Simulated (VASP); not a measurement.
Input of a VASP 6.6.1 run:

Contents of INCAR:

```
PREC     = Accurate       # precision mode
ENCUT    = 520            # plane-wave cutoff, eV
EDIFF    = 1E-7           # SCF threshold, eV
ISMEAR   = 0              # smearing method
SIGMA    = 0.15           # smearing width, eV
LREAL    = F              # projectors in reciprocal space
LASPH    = T              # aspherical terms in the spheres
NELM     = 100            # most SCF steps
ALGO     = Normal         # electronic algorithm
ISIF     = 2              # what is computed and relaxed
LWAVE    = F              # write WAVECAR
LCHARG   = T              # write CHGCAR
GGA      = PS             # functional
LELF     = T              # ELF
LVHAR    = T            
NBANDS   = 16             # bands
```

File KPOINTS:

```
regular mesh
0
Gamma
  18 18 16
```

The input POSCAR:

```
TiO
1.0
    2.7421000000      0.0000000000      0.0000000000
   -1.3710500000      2.3747282597      0.0000000000
    0.0000000000      0.0000000000      3.1290000000
Ti O
1 1
Direct
    0.6666666667      0.3333333333      0.0000000000
    0.0000000000      0.0000000000      0.5000000000
```

Potentials or basis: VASP PAW PBE potentials, release 64 (Ti_sv, O).

The run is started by

```sh
$ cat potpaw_PBE.64/Ti_sv/POTCAR potpaw_PBE.64/O/POTCAR > POTCAR
$ mpirun -np 1 vasp_std > vasp.out
```

(1) What does it give for the band gap on the k mesh?

(2) Estimate the pressure.

Answers

(1) zero (band 9 reaches 10.25 eV, above the bottom of band 10 at 10.22 eV).

(2) -17.2 GPa.

Caveat: the PAW data sets were made with another functional, which shifts forces and pressure a little; semilocal functionals often make such compounds metallic where correlation or magnetic order opens a gap, which also shifts bond lengths.
